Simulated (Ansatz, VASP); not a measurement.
# AlGaN2 in VASP and in Ansatz

```xyz
4
Lattice="3.0879 0.0000 0.0000 0.0000 3.0879 0.0000 0.0000 0.0000 4.5686" Properties=species:S:1:pos:R:3 pbc="T T T"
Al    1.5439    1.5439    2.2843
Ga    0.0000    0.0000    0.0000
N     1.5439    0.0000    3.3766
N     0.0000    1.5439    1.1920
```

Alike in both runs: task single point; functional r2SCAN; k mesh 8 × 8 × 6; occupations gaussian, width 0.05 eV; no spin polarisation.

|  | VASP | Ansatz |
| --- | --- | --- |
| version | VASP 6.6.1 | Ansatz 0.2.0 |
| potentials or method | VASP PAW PBE potentials, release 64 (Al, Ga_d, N), cutoff 520 eV | scalar-relativistic, plane waves, PAW |
| valence electrons in the cell | 26 | 26 |

```tsv
	VASP	Ansatz	Ansatz less VASP
gap on the k mesh at the Fermi level (eV)	3.29	3.28	-0.009
least direct gap on the mesh (eV)	3.29	3.28	-0.009
pressure (GPa)	0.3	-0.1	-0.38
traceless stress, the component that is largest in VASP (GPa)	-5.05	-5.09	-0.041
rms of the force components (eV/Å)	0.005	0.032	+0.0271
```

VASP's potentials were made for PBE, not for r2SCAN. Atom by atom the forces differ by 0.038 eV/Å (rms over components).
